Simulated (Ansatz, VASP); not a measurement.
Na: VASP beside Ansatz

```
CELL_PARAMETERS angstrom
3.81657 0.00000 0.00000
-1.90829 3.30525 0.00000
0.00000 0.00000 6.23498
ATOMIC_POSITIONS crystal
Na 0.33333 0.66667 0.25000
Na 0.66667 0.33333 0.75000
```

Change from the starting cell: volume scaled by 1.04, crystal datasets.

Alike in both runs: task electric field gradients; functional PBEsol; k mesh 13 × 13 × 7; occupations fermi-dirac, width 0.05 eV; no spin polarisation.

```csv
,VASP,Ansatz
version,VASP 6.6.1,Ansatz 0.2.0
potentials or method,"VASP PAW PBE potentials, release 64 (Na_pv), cutoff 520 eV","all-electron PAW with datasets made for the crystal, scalar-relativistic"
```

```csv
,VASP,Ansatz,Ansatz less VASP
pressure (GPa),-0.5,-0.5,0.00
"traceless stress, the component that is largest in VASP (GPa)",0.07,0.07,-0.001
size of Vzz on the site where it differs most (V/Å²),0.2,0.2,-0.01
```

VASP's potentials were made for PBE, not for PBEsol. Ansatz ran all-electron here, and VASP with PAW potentials.
